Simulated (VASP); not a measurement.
Set up this calculation in VASP 6.6.1, as the native input.

```yaml
Task: relaxation of shape and atoms at fixed volume
Functional: PBE
Potentials_or_basis: VASP PAW PBE potentials, release 64 (Mg, Cd, Se)
Cutoff: 600 eV
k_mesh: 6 × 6 × 4
Occupations: gaussian, width 0.02 eV
Spin: no spin polarisation
Dipole_correction: no
Further_INCAR_settings: ALGO = Normal; EDIFF = 1e-06; IBRION = 2; EDIFFG = -0.01; NSW = 50; ISIF = 4
```

The structure of Mg2CdSe3 lies in POSCAR:

```
Mg2CdSe3
1.0
    4.2476330154      0.0000000000      0.0000000000
   -2.1238165077      3.6785580973      0.0000000000
    0.0000000000      0.0000000000     10.3757973043
Mg Cd Se
2 1 3
Direct
    0.6666666667      0.3333333333      0.3352050000
    0.3333333333      0.6666666667      0.6620310000
    0.0000000000      0.0000000000      0.0022600000
    0.0000000000      0.0000000000      0.2576430000
    0.6666666667      0.3333333333      0.5832290000
    0.3333333333      0.6666666667      0.9096310000
```

This cell differs from its parent crystal: volume scaled by 0.97.

The input as run:

INCAR

```
SYSTEM = Mg2CdSe3
PREC = Accurate
ENCUT = 600
EDIFF = 1E-6
ISMEAR = 0
SIGMA = 0.02
LREAL = .FALSE.
LASPH = .TRUE.
NELM = 80
ALGO = Normal
ISIF = 4
LWAVE = .FALSE.
LCHARG = .FALSE.
GGA = PE
IBRION = 2
NSW = 50
EDIFFG = -0.01
```

KPOINTS

```
regular mesh
0
G
  6 6 4
  0 0 0
```

Potentials or basis: VASP PAW PBE potentials, release 64 (Mg, Cd, Se).

Launch:

```sh
$ cat potpaw_PBE.64/Mg/POTCAR potpaw_PBE.64/Cd/POTCAR potpaw_PBE.64/Se/POTCAR > POTCAR
$ mpirun -np 1 vasp_std > vasp.out
```

It gave:

```json
{
  "Energy gained by relaxing": "0.1 meV/atom",
  "Ionic steps": "5",
  "Pressure after relaxing": "1.5 GPa",
  "Band gap on the k mesh": "1.56 eV, direct"
}
```

Wall time 7.3 min on 1 thread of AMD EPYC 7R13, with other jobs on the host, peak memory 0.37 GiB.
